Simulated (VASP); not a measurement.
Input of a VASP 6.6.1 run:

Contents of INCAR:

```
SYSTEM = P
PREC     = Accurate       ! precision mode
ENCUT    = 520            ! plane-wave cutoff, eV
EDIFF    = 1E-6           ! SCF threshold, eV
ISMEAR   = -1             ! smearing method
SIGMA    = 0.08           ! smearing width, eV
LREAL    = .False.        ! projectors in reciprocal space
LASPH    = .True.         ! aspherical terms in the spheres
NELM     = 60             ! most SCF steps
ALGO     = Normal         ! electronic algorithm
ISIF     = 2              ! what is computed and relaxed
LWAVE    = .False.        ! write WAVECAR
LCHARG   = .False.        ! write CHGCAR
GGA      = PS             ! functional
NBANDS   = 12             ! bands
```

The input KPOINTS:

```
regular mesh
0
Gamma
  12 12 12
  0 0 0
```

The input POSCAR:

```
P
1.0
    0.0000000000      2.4583073350      2.4583073350
    2.4583073350      0.0000000000      2.4583073350
    2.4583073350      2.4583073350      0.0000000000
P
2
Direct
   -0.1250000000     -0.1250000000     -0.1250000000
    0.1250000000      0.1250000000      0.1250000000
```

Potentials or basis: VASP PAW PBE potentials, release 64 (P).

Run with:

```console
$ cat potpaw_PBE.64/P/POTCAR > POTCAR
$ mpirun -np 1 vasp_std > vasp.out
```

Estimate the pressure.

23.2 GPa.

Predict the band gap on the k mesh.

zero (bands 5 and 6 overlap by 4.15 eV).

Caveat: the cell stands under pressure; the PAW data sets were made with another functional, which shifts forces and pressure a little.
